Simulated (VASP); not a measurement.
# BaZrO3 in VASP: single point with r2SCAN

Aim: the single point of BaZrO3 with r2SCAN.

Program: VASP 6.6.1. These are calculated values, not measurements. Logs are shortened: lines on timing, memory, paths and dates and some standing lists are left out, and cuts for length are marked.

## (1) The cell of the first run

The typed cell holds 5 atoms: a = 4.180 Å, b = 4.180 Å, c = 4.180 Å, α = 90.00°, β = 90.00°, γ = 90.00°.

## (2) Single point, r2SCAN

The input, POSCAR:

```
BaZrO3
1.0
    2.9559015618      1.7065905624      2.4135561838
   -2.9559015618      1.7065905624      2.4135561838
    0.0000000000     -3.4131811248      2.4135561838
Ba Zr O
1 1 3
Direct
    0.0038016312      0.0038016312      0.0038016312
    0.5038283432      0.5038283432      0.5038283432
    0.5038650763      0.5038650763      0.0038398729
    0.0038398729      0.5038650763      0.5038650763
    0.5038650763      0.0038398729      0.5038650763
```

The input, INCAR.step1:

```
PREC = Accurate
ENCUT = 520
ISMEAR = 0
SIGMA = 0.02
LREAL = F
LASPH = T
NELM = 60
NBANDS = 28
GGA = PE
ALGO = Normal
EDIFF = 1E-4
LWAVE = T
LCHARG = F
```

The input, INCAR.step2:

```
PREC = Accurate
ENCUT = 520
EDIFF = 1E-6
ISMEAR = 0
SIGMA = 0.02
LREAL = F
LASPH = T
NELM = 60
ALGO = Normal
ISIF = 2
LWAVE = F
LCHARG = F
METAGGA = R2SCAN
LMIXTAU = T
NBANDS = 28
ISTART = 1
```

The input, KPOINTS:

```
Automatic mesh
0
Gamma
  6 6 6
```

Potentials or basis: VASP PAW PBE potentials, release 64 (Ba_sv, Zr_sv, O).

Launch:

```sh
$ cat potpaw_PBE.64/Ba_sv/POTCAR potpaw_PBE.64/Zr_sv/POTCAR potpaw_PBE.64/O/POTCAR > POTCAR
$ cp INCAR.step1 INCAR
$ mpirun -np 1 vasp_std > vasp.out
$ cp INCAR.step2 INCAR
$ mpirun -np 1 vasp_std > vasp.out
```

OUTCAR:

```text
PREC = Accurate
   ENCUT = 520
   EDIFF = 1E-6
   ISMEAR = 0
   LREAL = F
   LASPH = T
   NELM = 60
   ISIF = 2
   METAGGA = R2SCAN
   ISTART = 1

 ion  position               nearest neighbor table
   1  0.004  0.004  0.004-   3 2.96   4 2.96   5 2.96   5 2.96   4 2.96   4 2.96   5 2.96   3 2.96
                             3 2.96   3 2.96   4 2.96   5 2.96   2 3.62   2 3.62   2 3.62   2 3.62
   2  0.504  0.504  0.504-   3 2.09   4 2.09   5 2.09   3 2.09   4 2.09   5 2.09   1 3.62   1 3.62
                             1 3.62   1 3.62   1 3.62   1 3.62   1 3.62   1 3.62
   3  0.504  0.504  0.004-   2 2.09   2 2.09   1 2.96   1 2.96   1 2.96   1 2.96
   4  0.004  0.504  0.504-   2 2.09   2 2.09   1 2.96   1 2.96   1 2.96   1 2.96
   5  0.504  0.004  0.504-   2 2.09   2 2.09   1 2.96   1 2.96   1 2.96   1 2.96

  LATTYP: Found a trigonal (rhomboedric) cell.
 ALAT       =     4.1803180313
 COS(alpha) =     0.0000200719

  Lattice vectors:

 A1 = (   2.9559015618,   1.7065905624,   2.4135561838)
 A2 = (  -2.9559015618,   1.7065905624,   2.4135561838)
 A3 = (   0.0000000000,  -3.4131811248,   2.4135561838)

Analysis of symmetry for initial positions (statically):
=====================================================================
 Subroutine PRICEL returns:
 Original cell was already a primitive cell.

 Routine SETGRP: Setting up the symmetry group for a
 trigonal (rhombohedral) supercell.

 Subroutine GETGRP returns: Found  6 space group operations
 (whereof  6 operations were pure point group operations)
 out of a pool of 12 trial point group operations.

The static configuration has the point symmetry C_3v.

Analysis of symmetry for dynamics (positions and initial velocities):
=====================================================================
 Subroutine PRICEL returns:
 Original cell was already a primitive cell.

 Routine SETGRP: Setting up the symmetry group for a
 trigonal (rhombohedral) supercell.

 Subroutine GETGRP returns: Found  6 space group operations
 (whereof  6 operations were pure point group operations)
 out of a pool of 12 trial point group operations.

The dynamic configuration has the point symmetry C_3v.

 Subroutine INISYM returns: Found  6 space group operations
 (whereof  6 operations are pure point group operations),
 and found     1 'primitive' translations

----------------------------------------------------------------------------------------

                                     Primitive cell

  volume of cell :      73.0513

  direct lattice vectors                    reciprocal lattice vectors
     2.955901562  1.706590562  2.413556184     0.169153130  0.097660605  0.138108794
    -2.955901562  1.706590562  2.413556184    -0.169153130  0.097660605  0.138108794
     0.000000000 -3.413181125  2.413556184     0.000000000 -0.195321210  0.138108794

  length of vectors
     4.180318031  4.180318031  4.180318031     0.239216249  0.239216249  0.239216249

  position of ions in fractional coordinates (direct lattice)
     0.003801631  0.003801631  0.003801631
     0.503828343  0.503828343  0.503828343
     0.503865076  0.503865076  0.003839873
     0.003839873  0.503865076  0.503865076
     0.503865076  0.003839873  0.503865076

  ion indices of the primitive-cell ions
   primitive index   ion index
                 1           1
                 2           2
                 3           3
                 4           4
                 5           5

----------------------------------------------------------------------------------------

 KPOINTS: Automatic mesh

Automatic generation of k-mesh.
 Grid dimensions read from file:
 generate k-points for:    6    6    6

 Generating k-lattice:

  Cartesian coordinates                     Fractional coordinates (reciprocal lattice)
     0.028192188  0.016276767  0.023018132     0.166666667  0.000000000  0.000000000
    -0.028192188  0.016276767  0.023018132     0.000000000  0.166666667  0.000000000
     0.000000000 -0.032553535  0.023018132     0.000000000  0.000000000  0.166666667

  Length of vectors
     0.039869375  0.039869375  0.039869375

  Shift w.r.t. Gamma in fractional coordinates (k-lattice)
     0.000000000  0.000000000  0.000000000

 Subroutine IBZKPT returns following result:
 ===========================================

 Found     32 irreducible k-points:

 Following reciprocal coordinates:
            Coordinates               Weight
  0.000000  0.000000  0.000000      1.000000
  0.166667  0.000000  0.000000      6.000000
  0.333333 -0.000000  0.000000      6.000000
  0.500000  0.000000 -0.000000      3.000000
  0.166667  0.166667  0.000000      6.000000
  0.333333  0.166667 -0.000000     12.000000
[... 16 lines left out ...]
  0.500000  0.500000  0.166667      6.000000
 -0.333333  0.500000  0.166667     12.000000
 [... further k-points ...]
   k-points           NKPTS =     32   k-points in BZ     NKDIM =     32   number of bands    NBANDS=     28
   number of dos      NEDOS =    301   number of ions     NIONS =      5
   total plane-waves  NPLWV =  32768
   dimension x,y,z NGX =    32 NGY =   32 NGZ =   32
   dimension x,y,z NGXF=    64 NGYF=   64 NGZF=   64
   ions per type =               1   1   3
   NGX,Y,Z   is equivalent  to a cutoff of  12.73, 12.73, 12.73 a.u.
   NGXF,Y,Z  is equivalent  to a cutoff of  25.45, 25.45, 25.45 a.u.
 SYSTEM =  unknown system
   PREC   = accura    normal or accurate (medium, high low for compatibility)
   ISTART =      1    job   : 0-new  1-cont  2-samecut
   ICHARG =      0    charge: 1-file 2-atom 10-const
   ISPIN  =      1    spin polarized calculation?
   LNONCOLLINEAR =      F non collinear calculations
   LSORBIT =      F    spin-orbit coupling
   LASPH  =      T    aspherical Exc in radial PAW
   ENCUT  =  520.0 eV  38.22 Ry    6.18 a.u.   7.77  7.77  7.77*2*pi/ulx,y,z
   NELM   =     60;   NELMIN=  2; NELMDL=  0     # of ELM steps
   EDIFF  = 0.1E-05   stopping-criterion for ELM
   LREAL  =      F    real-space projection
   EDIFFG = 0.1E-04   stopping-criterion for IOM
   NSW    =      0    number of steps for IOM
   IBRION =     -1    ionic relax: 0-MD 1-quasi-New 2-CG
   NFREE  =      0    steps in history (QN), initial steepest desc. (CG)
   ISIF   =      2    stress and relaxation
   ISYM   =      2    0-nonsym 1-usesym 2-fastsym
   POTIM  = 0.5000    time-step for ionic-motion
   TEBEG  =    0.0;   TEEND  =   0.0 temperature during run
   PSTRESS=    0.0 pullay stress
   NELECT =      40.0000    total number of electrons
   NUPDOWN=      -1.0000    fix difference up-down
   EMIN   =  10.00;   EMAX   =-10.00  energy-range for DOS
   EFERMI =   0.00;   METHOD = LEGACY
   ISMEAR =     0;   SIGMA  =   0.02  broadening in eV -4-tet -1-fermi 0-gaus
   EFERMI_NEDOS =   21; number of points for ismear=-14 and -15
   IALGO  =     38    algorithm
   IMIX   =      4    mixing-type and parameters
     AMIX     =   0.40;   BMIX     =  1.00
     AMIX_MAG =   1.60;   BMIX_MAG =  1.00
  volume/ion in A,a.u.               =      14.61        98.59
  Fermi-wavevector in a.u.,A,eV,Ry     =   1.339324  2.530955 24.405962  1.793788
  Thomas-Fermi vector in A             =   2.467724
   LORBIT       =      0    0 simple, 1 ext, 2 COOP (PROOUT), +10 PAW based schemes
   METAGGA = R2SCAN    functional components
   LHFCALC =     F    Hartree Fock is set to
   AEXX    =    0.0000 exact exchange contribution
   IVDW    =     0    specifies the selected vdW correction
   LEPSILON=     F    determine dielectric tensor
   LRPA    =     F    only Hartree local field effects (RPA)
 non-spin polarized calculation
 Gauss-broadening in eV      SIGMA  =   0.02
  energy-cutoff  :      520.00
  volume of cell :       73.05
 maximum number of plane-waves:      1984
   NGX = 15   NGY = 15   NGZ = 15

 number of electron      40.0000000 magnetization

 Free energy of the ion-electron system (eV)
  ---------------------------------------------------
  ext. energy  EPLUGINS =         0.00000000
  ---------------------------------------------------
  free energy    TOTEN  =       -85.08340025 eV

  energy without entropy =      -85.08340025  energy(sigma->0) =      -85.08340025

 E-fermi :   3.6529     XC(G=0): -11.4339

 val. band max:        3.5409781223   @ k =   0.5000   0.5000   0.5000
 cond. band min:       7.2633377672   @ k =   0.0000   0.0000   0.0000
 fundamental gap:      3.7223596449
 Fermi energy:         3.6528796379

 k-point     1 :       0.0000    0.0000    0.0000
  band No.  band energies     occupation
      1     -44.9163      2.00000
      2     -22.4318      2.00000
      3     -22.3710      2.00000
      4     -22.3710      2.00000
      5     -22.3710      2.00000
      6     -13.8144      2.00000
[... 20 lines left out ...]
     27      11.6040      0.00000
     28      11.6040      0.00000

 k-point     2 :       0.1667    0.0000    0.0000
  band No.  band energies     occupation
      1     -44.9153      2.00000
      2     -22.5589      2.00000
      3     -22.3692      2.00000
      4     -22.3692      2.00000
      5     -22.3040      2.00000
      6     -13.8240      2.00000
[... 20 lines left out ...]
     27      11.6058      0.00000
     28      12.4044      0.00000

 k-point     3 :       0.3333   -0.0000    0.0000
  band No.  band energies     occupation
      1     -44.9133      2.00000
      2     -22.7264      2.00000
      3     -22.3655      2.00000
      4     -22.3655      2.00000
      5     -22.2491      2.00000
      6     -13.9315      2.00000
[... 20 lines left out ...]
     27      11.8176      0.00000
     28      12.2843      0.00000

 k-point     4 :       0.5000    0.0000   -0.0000
  band No.  band energies     occupation
      1     -44.9123      2.00000
      2     -22.8004      2.00000
      3     -22.3637      2.00000
      4     -22.3637      2.00000
      5     -22.2281      2.00000
      6     -13.9910      2.00000
[... 578 lines left out ...]
     27      12.4745      0.00000
     28      12.6712      0.00000

 k-point    23 :       0.5000    0.5000    0.1667
  band No.  band energies     occupation
      1     -44.9073      2.00000
      2     -22.6607      2.00000
      3     -22.6607      2.00000
      4     -22.4347      2.00000
      5     -22.3188      2.00000
      6     -13.4211      2.00000
[... 20 lines left out ...]
     27      12.4850      0.00000
     28      13.7303      0.00000

 k-point    24 :      -0.3333    0.5000    0.1667
  band No.  band energies     occupation
      1     -44.9083      2.00000
      2     -22.6925      2.00000
      3     -22.5897      2.00000
      4     -22.4366      2.00000
      5     -22.2970      2.00000
      6     -13.4620      2.00000
[... 20 lines left out ...]
     27      12.3434      0.00000
     28      13.1478      0.00000

 [... further k-points ...]

------------------------ aborting loop because EDIFF is reached ----------------------------------------

  FORCE on cell =-STRESS in cart. coord.  units (eV):
  Direction    XX          YY          ZZ          XY          YZ          ZX
  --------------------------------------------------------------------------------------
  -------------------------------------------------------------------------------------
  Total        1.8776651      1.8776651      1.8749356      0.0000000      0.0000000      0.0000000
  in kB       41.1813668     41.1813668     41.1215008      0.0000000      0.0000000      0.0000000
  external PRESSURE =      41.1614114 kB  Pullay stress =       0.0000000 kB

 VOLUME and BASIS-vectors are now :
 -----------------------------------------------------------------------------
  energy-cutoff  :      520.00
  volume of cell :       73.05
      direct lattice vectors                 reciprocal lattice vectors
     2.955901562  1.706590562  2.413556184     0.169153130  0.097660605  0.138108794
    -2.955901562  1.706590562  2.413556184    -0.169153130  0.097660605  0.138108794
     0.000000000 -3.413181125  2.413556184     0.000000000 -0.195321210  0.138108794

 POSITION                                       TOTAL-FORCE (eV/Angst)
 -----------------------------------------------------------------------------------
      0.00000      0.00000      0.02753         0.000000      0.000000      0.001227
      0.00000      0.00000      3.64805         0.000000      0.000000     -0.000255
      0.00000      1.70668      2.44148         0.000000     -0.000312     -0.000324
     -1.47803     -0.85334      2.44148         0.000270      0.000156     -0.000324
      1.47803     -0.85334      2.44148        -0.000270      0.000156     -0.000324
 -----------------------------------------------------------------------------------
    total drift:                                0.000000     -0.000005     -0.000554

  FREE ENERGIE OF THE ION-ELECTRON SYSTEM (eV)
  ---------------------------------------------------
  free  energy   TOTEN  =       -85.0834002459 eV

  energy  without entropy=      -85.0834002459  energy(sigma->0) =      -85.08340025
```

Wall time 87 s (1 thread of Intel Xeon Platinum 8559C (Emerald Rapids), shared host); peak memory 0.22 GiB.

What came out:

* Free energy: -85.0834 eV
* Pressure: 4.1 GPa
* Band gap on the k mesh: 3.72 eV, indirect (least direct gap 3.96 eV)

Levels at points of the mesh, in eV from the valence-band top:
```csv
k point,band 16,band 17,band 18,band 19,band 20,band 21,band 22,band 23,band 24,band 25
"(0.00, 0.00, 0.00)",-1.03,-1.02,-0.24,-0.24,-0.24,3.72,3.72,3.72,5.18,5.18
"(0.50, 0.00, 0.00)",-1.74,-1.74,-1.71,-0.47,-0.47,4.17,6.28,6.28,7.00,7.34
"(0.50, 0.50, 0.00)",-2.41,-0.94,-0.94,-0.80,-0.08,6.25,6.25,7.04,7.19,8.35
"(0.50, 0.50, 0.50)",-2.56,-2.56,0.00,0.00,0.00,6.66,6.66,6.66,7.62,7.62
```

Caveat: the PAW data sets were made with another functional, which shifts forces and pressure a little; spin-orbit coupling is left out, which moves the levels of the heavy elements. r2SCAN opens gaps a little over a GGA but as a rule still falls short of measured ones.
